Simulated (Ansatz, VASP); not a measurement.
# One calculation of KZnF3, two programs

```
K Zn F
1.0
     4.12696    0.00000    0.00000
     0.00000    4.12696    0.00000
     0.00000    0.00000    4.12696
K Zn F
1 1 3
Cartesian
  0.0000 0.0000 0.0000
  2.0635 2.0635 2.0635
  2.0635 2.0635 0.0000
  0.0000 2.0635 2.0635
  2.0635 0.0000 2.0635
```

Alike in both runs: functional r2SCAN; k mesh 8 × 8 × 8; occupations fermi-dirac, width 0.02 eV; no spin polarisation.

Ansatz relaxed the structure, and its values are those at the end. VASP's run is a single point on that final structure, the one shown.

```csv
,VASP,Ansatz
version,VASP 6.6.1,Ansatz 0.2.0
potentials or method,"VASP PAW PBE potentials, release 64 (K_sv, Zn, F), cutoff 520 eV",PAW plane waves
valence electrons in the cell,42,42
```

VASP gave:

| Property | Result |
| --- | --- |
| gap on the k mesh at the Fermi level (eV) | 4.43 |
| pressure (GPa) | -4.2 |

Question: Estimate Ansatz's values.

Answer: gap on the k mesh at the Fermi level (eV): 4.48; pressure (GPa): -4.3.

VASP's potentials were made for PBE, not for r2SCAN. Ansatz's warnings: stress scf threshold loose.
